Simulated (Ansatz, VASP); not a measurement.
**GaSb: VASP beside Ansatz**

```
CELL_PARAMETERS angstrom
0.00000 3.11900 3.11900
3.11900 0.00000 3.11900
3.11900 3.11900 0.00000
ATOMIC_POSITIONS crystal
Ga 0.00000 0.00000 0.00000
Sb 0.75000 0.75000 0.75000
```

Change from the starting cell: volume scaled by 1.06.

Alike in both runs: task single point; functional PBE; k mesh 9 × 9 × 9; occupations fermi-dirac, width 0.05 eV; no spin polarisation.

|  | VASP | Ansatz |
| --- | --- | --- |
| version | VASP 6.6.1 | Ansatz 0.2.0 |
| potentials or method | VASP PAW PBE potentials, release 64 (Ga_d, Sb), cutoff 520 eV | all-electron LAPW, scalar-relativistic |

VASP gave:

| Property | Result |
| --- | --- |
| pressure (GPa) | -0.4 |

Estimate Ansatz's values.

pressure (GPa): -0.5.

Ansatz ran all-electron here, and VASP with PAW potentials.

Spin-orbit coupling is off throughout.
